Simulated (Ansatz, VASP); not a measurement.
**One calculation of Ta3N4, two programs**

```
Ta N
1.0
     3.10980    0.00000    0.00000
    -1.55490    2.69317    0.00000
     0.00000    0.00000    9.97658
Ta N
3 4
Direct
  0.00000 0.00000 0.00000
  0.00000 0.00000 0.28166
  0.00000 0.00000 0.71834
  0.33333 0.66667 0.86441
  0.66667 0.33333 0.13559
  0.33333 0.66667 0.36635
  0.66667 0.33333 0.63365
```

Alike in both runs: functional PBE; dispersion D3(BJ); k mesh 12 × 12 × 4; occupations gaussian, width 0.1 eV; no spin polarisation.

Ansatz relaxed the structure, and its values are those at the end. VASP's run is a single point on that final structure, the one shown.

|  | VASP | Ansatz |
| --- | --- | --- |
| version | VASP 6.6.1 | Ansatz 0.2.0 |
| potentials or method | VASP PAW PBE potentials, release 64 (Ta_pv, N), cutoff 520 eV | scalar-relativistic, plane waves, PAW |
| valence electrons in the cell | 53 | 59 |

|  | VASP | Ansatz | Ansatz less VASP |
| --- | --- | --- | --- |
| gap on the k mesh at the Fermi level (eV) | none | none | - |
| pressure (GPa) | 0.8 | 0.0 | -0.77 |
| rms of the force components (eV/Å) | 0.028 | 0.003 | -0.0248 |

A gap of «none» marks a metal or a gap that the smearing closes. VASP's potentials hold 53 valence electrons a cell and Ansatz's 59, so a difference there can come from the potentials and not from the codes.

Spin-orbit coupling is off throughout.
